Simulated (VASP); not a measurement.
# C in VASP: single point with PBEsol+D4

Aim: the single point of C with PBEsol+D4.

All numbers are computed with VASP 6.6.1; they aren't measurements. Logs are shortened: lines on timing, memory, paths and dates and some standing lists are left out, and cuts for length are marked.

## (1) The cell of the first run

The cell holds a slab with vacuum, 8 atoms: a = 4.914 Å, b = 4.914 Å, c = 23.774 Å, α = 90.00°, β = 90.00°, γ = 120.00°.

## (2) Single point, PBEsol+D4

INCAR reads:

```
  PREC = Accurate
  ENCUT = 520
  EDIFF = 1E-6
  ISMEAR = 0
  SIGMA = 0.04
  LREAL = F
  LASPH = T
  NELM = 120
  ALGO = Normal
  ISIF = 2
  LWAVE = F
  LCHARG = F
  LDIPOL = T
  IDIPOL = 3
  DIPOL = 0.5 0.5 0.671
  GGA = PS
  IVDW = 13
  NBANDS = 26
  GGA_COMPAT = F
  NELMDL = -8
```

KPOINTS reads:

```
regular mesh
0
Gamma
  9 9 1
```

POSCAR reads:

```
C
1.0
    4.9137361075      0.0000000000      0.0000000000
   -2.4568680538      4.2554202966      0.0000000000
    0.0000000000      0.0000000000     23.7740516958
C
8
Direct
    0.8341432085      0.3347972086      0.6702860128
    0.8339873335      0.8325234582      0.6702860128
    0.3333333333      0.3333333333      0.6748977952
    0.3318694580      0.8326793332      0.6702860128
    0.0014638753      0.1674765418      0.6702860128
    0.0000000000      0.6666666667      0.6748977952
    0.4991901249      0.1673206668      0.6702860128
    0.4993459999      0.6652027914      0.6702860128
```

Potentials or basis: VASP PAW PBE potentials, release 64 (C).

On the command line:

```
cat potpaw_PBE.64/C/POTCAR > POTCAR
mpirun -np 1 vasp_std > vasp.out
```

OUTCAR:

```text
PREC = Accurate
   ENCUT = 520
   EDIFF = 1E-6
   ISMEAR = 0
   LREAL = F
   LASPH = T
   NELM = 120
   ISIF = 2
   GGA = PS
   IVDW = 13
   NELMDL = -8

 ion  position               nearest neighbor table
   1  0.834  0.335  0.670-   6 1.42   5 1.42   7 1.43
   2  0.834  0.833  0.670-   6 1.42   8 1.42   5 1.43
   3  0.333  0.333  0.675-   5 1.42   8 1.42   7 1.42
   4  0.332  0.833  0.670-   6 1.42   7 1.42   8 1.43
   5  0.001  0.167  0.670-   3 1.42   1 1.42   2 1.43
   6  0.000  0.667  0.675-   4 1.42   2 1.42   1 1.42
   7  0.499  0.167  0.670-   3 1.42   4 1.42   1 1.43
   8  0.499  0.665  0.670-   3 1.42   2 1.42   4 1.43

  LATTYP: Found a hexagonal cell.
 ALAT       =     4.9137361075
 C/A-ratio  =     4.8382841845

  Lattice vectors:

 A1 = (   4.9137361075,   0.0000000000,   0.0000000000)
 A2 = (  -2.4568680538,   4.2554202966,   0.0000000000)
 A3 = (   0.0000000000,   0.0000000000,  23.7740516958)

Analysis of symmetry for initial positions (statically):
=====================================================================
 Subroutine PRICEL returns:
 Original cell was already a primitive cell.

 Routine SETGRP: Setting up the symmetry group for a
 hexagonal supercell.

 Subroutine GETGRP returns: Found  6 space group operations
 (whereof  2 operations were pure point group operations)
 out of a pool of 24 trial point group operations.

The static configuration has the point symmetry C_1h.
 The point group associated with its full space group is C_3v.

Analysis of symmetry for dynamics (positions and initial velocities):
=====================================================================
 Subroutine PRICEL returns:
 Original cell was already a primitive cell.

 Routine SETGRP: Setting up the symmetry group for a
 hexagonal supercell.

 Subroutine GETGRP returns: Found  6 space group operations
 (whereof  2 operations were pure point group operations)
 out of a pool of 24 trial point group operations.

The dynamic configuration has the point symmetry C_1h.
 The point group associated with its full space group is C_3v.

 Subroutine INISYM returns: Found  6 space group operations
 (whereof  2 operations are pure point group operations),
 and found     1 'primitive' translations

----------------------------------------------------------------------------------------

                                     Primitive cell

  volume of cell :     497.1157

  direct lattice vectors                    reciprocal lattice vectors
     4.913736108  0.000000000  0.000000000     0.203511132  0.117497207  0.000000000
    -2.456868054  4.255420297  0.000000000     0.000000000  0.234994414  0.000000000
     0.000000000  0.000000000 23.774051696     0.000000000  0.000000000  0.042062666

  length of vectors
     4.913736108  4.913736108 23.774051696     0.234994414  0.234994414  0.042062666

  position of ions in fractional coordinates (direct lattice)
     0.834143209  0.334797209  0.670286013
     0.833987333  0.832523458  0.670286013
     0.333333333  0.333333333  0.674897795
     0.331869458  0.832679333  0.670286013
     0.001463875  0.167476542  0.670286013
     0.000000000  0.666666667  0.674897795
     0.499190125  0.167320667  0.670286013
     0.499346000  0.665202791  0.670286013

  ion indices of the primitive-cell ions
   primitive index   ion index
                 1           1
                 2           2
                 3           3
                 4           4
                 5           5
                 6           6
                 7           7
                 8           8

----------------------------------------------------------------------------------------

 KPOINTS: regular mesh

Automatic generation of k-mesh.
 Grid dimensions read from file:
 generate k-points for:    9    9    1

 Generating k-lattice:

  Cartesian coordinates                     Fractional coordinates (reciprocal lattice)
     0.022612348  0.013055245  0.000000000     0.111111111  0.000000000  0.000000000
     0.000000000  0.026110490  0.000000000     0.000000000  0.111111111  0.000000000
     0.000000000  0.000000000  0.042062666     0.000000000  0.000000000  1.000000000

  Length of vectors
     0.026110490  0.026110490  0.042062666

  Shift w.r.t. Gamma in fractional coordinates (k-lattice)
     0.000000000  0.000000000  0.000000000

 Subroutine IBZKPT returns following result:
 ===========================================

 Found     12 irreducible k-points:

 Following reciprocal coordinates:
            Coordinates               Weight
  0.000000  0.000000  0.000000      1.000000
  0.111111  0.000000  0.000000      6.000000
  0.222222  0.000000  0.000000      6.000000
  0.333333  0.000000  0.000000      6.000000
  0.444444  0.000000  0.000000      6.000000
  0.111111  0.111111  0.000000      6.000000
  0.222222  0.111111  0.000000     12.000000
  0.333333  0.111111  0.000000     12.000000
  0.444444  0.111111  0.000000      6.000000
  0.222222  0.222222  0.000000      6.000000
  0.333333  0.222222  0.000000     12.000000
  0.333333  0.333333  0.000000      2.000000
   k-points           NKPTS =     12   k-points in BZ     NKDIM =     12   number of bands    NBANDS=     26
   number of dos      NEDOS =    301   number of ions     NIONS =      8
   total plane-waves  NPLWV = 288000
   dimension x,y,z NGX =    40 NGY =   40 NGZ =  180
   dimension x,y,z NGXF=    80 NGYF=   80 NGZF=  360
   ions per type =               8
   NGX,Y,Z   is equivalent  to a cutoff of  13.53, 13.53, 12.59 a.u.
   NGXF,Y,Z  is equivalent  to a cutoff of  27.07, 27.07, 25.17 a.u.
 SYSTEM =  unknown system
   PREC   = accura    normal or accurate (medium, high low for compatibility)
   ISTART =      0    job   : 0-new  1-cont  2-samecut
   ICHARG =      2    charge: 1-file 2-atom 10-const
   ISPIN  =      1    spin polarized calculation?
   LNONCOLLINEAR =      F non collinear calculations
   LSORBIT =      F    spin-orbit coupling
   LASPH  =      T    aspherical Exc in radial PAW
   ENCUT  =  520.0 eV  38.22 Ry    6.18 a.u.   9.14  9.14 44.20*2*pi/ulx,y,z
   NELM   =    120;   NELMIN=  2; NELMDL= -8     # of ELM steps
   EDIFF  = 0.1E-05   stopping-criterion for ELM
   LREAL  =      F    real-space projection
   EDIFFG = 0.1E-04   stopping-criterion for IOM
   NSW    =      0    number of steps for IOM
   IBRION =     -1    ionic relax: 0-MD 1-quasi-New 2-CG
   NFREE  =      0    steps in history (QN), initial steepest desc. (CG)
   ISIF   =      2    stress and relaxation
   ISYM   =      2    0-nonsym 1-usesym 2-fastsym
   POTIM  = 0.5000    time-step for ionic-motion
   TEBEG  =    0.0;   TEEND  =   0.0 temperature during run
   PSTRESS=    0.0 pullay stress
   NELECT =      32.0000    total number of electrons
   NUPDOWN=      -1.0000    fix difference up-down
   EMIN   =  10.00;   EMAX   =-10.00  energy-range for DOS
   EFERMI =   0.00;   METHOD = LEGACY
   ISMEAR =     0;   SIGMA  =   0.04  broadening in eV -4-tet -1-fermi 0-gaus
   EFERMI_NEDOS =   21; number of points for ismear=-14 and -15
   IALGO  =     38    algorithm
   IMIX   =      4    mixing-type and parameters
     AMIX     =   0.40;   BMIX     =  1.00
     AMIX_MAG =   1.60;   BMIX_MAG =  1.00
  volume/ion in A,a.u.               =      62.14       419.34
  Fermi-wavevector in a.u.,A,eV,Ry     =   0.656103  1.239856  5.856924  0.430472
  Thomas-Fermi vector in A             =   1.727190
   LORBIT       =      0    0 simple, 1 ext, 2 COOP (PROOUT), +10 PAW based schemes
   GGA     = PS    functional components
   LHFCALC =     F    Hartree Fock is set to
   AEXX    =    0.0000 exact exchange contribution
   IVDW    =    13    specifies the selected vdW correction
   LEPSILON=     F    determine dielectric tensor
   LRPA    =     F    only Hartree local field effects (RPA)
 non-spin polarized calculation
 Gauss-broadening in eV      SIGMA  =   0.04
  energy-cutoff  :      520.00
  volume of cell :      497.12
 maximum number of plane-waves:     13422
 NGX is ok and might be reduce to    40
   NGX = 19   NGY = 19   NGZ = 89

 dipolmoment           0.000000      0.000000      0.000068 electrons x Angstroem

 number of electron      32.0000000 magnetization

 dipolmoment           0.000000      0.000000     -0.000028 electrons x Angstroem

 Free energy of the ion-electron system (eV)
  ---------------------------------------------------
  ext. energy  EPLUGINS =         0.00000000
  ---------------------------------------------------
  free energy    TOTEN  =       -76.96394783 eV

  energy without entropy =      -76.96283339  energy(sigma->0) =      -76.96339061

 E-fermi :  -3.0360     XC(G=0):  -1.8282

 val. band max:       -3.0359922482   @ k =   0.3333   0.3333   0.0000
 cond. band min:      -3.0359921635   @ k =   0.3333   0.3333   0.0000
 fundamental gap:      0.0000000847
 Fermi energy:        -3.0359922058

 k-point     1 :       0.0000    0.0000    0.0000
  band No.  band energies     occupation
      1     -22.5852      2.00000
      2     -17.3349      2.00000
      3     -17.2165      2.00000
      4     -17.2165      2.00000
      5     -16.3286      2.00000
      6     -16.3286      2.00000
[... 18 lines left out ...]
     25       3.4248      0.00000
     26       3.8528      0.00000

 k-point     2 :       0.1111    0.0000    0.0000
  band No.  band energies     occupation
      1     -22.5117      2.00000
      2     -18.0526      2.00000
      3     -17.5221      2.00000
      4     -17.4708      2.00000
      5     -15.9526      2.00000
      6     -15.9395      2.00000
[... 18 lines left out ...]
     25       3.5259      0.00000
[... 260 lines left out ...]
     25       3.9388      0.00000
     26       3.9846      0.00000

 k-point    12 :       0.3333    0.3333    0.0000
  band No.  band energies     occupation
      1     -20.6537      2.00000
      2     -20.6537      2.00000
      3     -20.5565      2.00000
      4     -15.5732      2.00000
      5     -15.5732      2.00000
      6     -13.6779      2.00000
[... 18 lines left out ...]
     25       3.8404      0.00000
     26       3.8404      0.00000

------------------------ aborting loop because EDIFF is reached ----------------------------------------

 vacuum level on the upper side and lower side of the slab       (xc-potential included)        -0.006        -0.006

  DFT-D4 for vdW energy calculation

  Edisp (eV):   -0.39087

  FORCE on cell =-STRESS in cart. coord.  units (eV):
  Direction    XX          YY          ZZ          XY          YZ          ZX
  --------------------------------------------------------------------------------------
  -------------------------------------------------------------------------------------
  Total       0.16469     0.16469    -0.35197    -0.00000     0.00000    -0.00000
  in kB       0.53079     0.53079    -1.13439    -0.00000     0.00000    -0.00000
  external pressure =       -0.02 kB  Pullay stress =        0.00 kB

 VOLUME and BASIS-vectors are now :
 -----------------------------------------------------------------------------
  energy-cutoff  :      520.00
  volume of cell :      497.12
      direct lattice vectors                 reciprocal lattice vectors
     4.913736108  0.000000000  0.000000000     0.203511132  0.117497207  0.000000000
    -2.456868054  4.255420297  0.000000000     0.000000000  0.234994414  0.000000000
     0.000000000  0.000000000 23.774051696     0.000000000  0.000000000  0.042062666

 POSITION                                       TOTAL-FORCE (eV/Angst)
 -----------------------------------------------------------------------------------
      3.27621      1.42470     15.93541        -0.032774     -0.422030      0.470808
      2.05259      3.54274     15.93541        -0.349102      0.239398      0.470808
      0.81896      1.41847     16.04506         0.000000      0.000000     -1.412423
     -0.41506      3.54340     15.93541         0.381876      0.182632      0.470808
     -0.40427      0.71268     15.93541        -0.349102     -0.239398      0.470808
     -1.63791      2.83695     16.04506         0.000000      0.000000     -1.412423
      2.04180      0.71202     15.93541         0.381876     -0.182632      0.470808
      0.81934      2.83072     15.93541        -0.032774      0.422030      0.470808
 -----------------------------------------------------------------------------------
    total drift:                               -0.000050     -0.000006      0.000091

  FREE ENERGIE OF THE ION-ELECTRON SYSTEM (eV)
  ---------------------------------------------------
  free  energy   TOTEN  =       -77.3548166724 eV

  energy  without entropy=      -77.3537022239  energy(sigma->0) =      -77.35425945

 vacuum level on the upper side and lower side of the slab         1.267         1.267
```

Wall time 4.5 min (1 thread of Intel Xeon Platinum 8375C at 2.90GHz (Ice Lake), shared host); peak memory 0.63 GiB.

What came out:

```yaml
Free_energy: -77.3548 eV
Largest_force: 1.412 eV/Å
Band_gap_on_the_k_mesh: zero (filled and empty bands touch)
Dispersion_energy_per_atom: -0.049 eV
```

Forces in eV/Å, atoms in the order of the input:
```
C   -0.033 -0.422  0.471
C   -0.349  0.239  0.471
C    0.000  0.000 -1.412
C    0.382  0.183  0.471
C   -0.349 -0.239  0.471
C    0.000  0.000 -1.412
C    0.382 -0.183  0.471
C   -0.033  0.422  0.471
```

Caveat: the PAW data sets were made with another functional, which shifts forces and pressure a little.
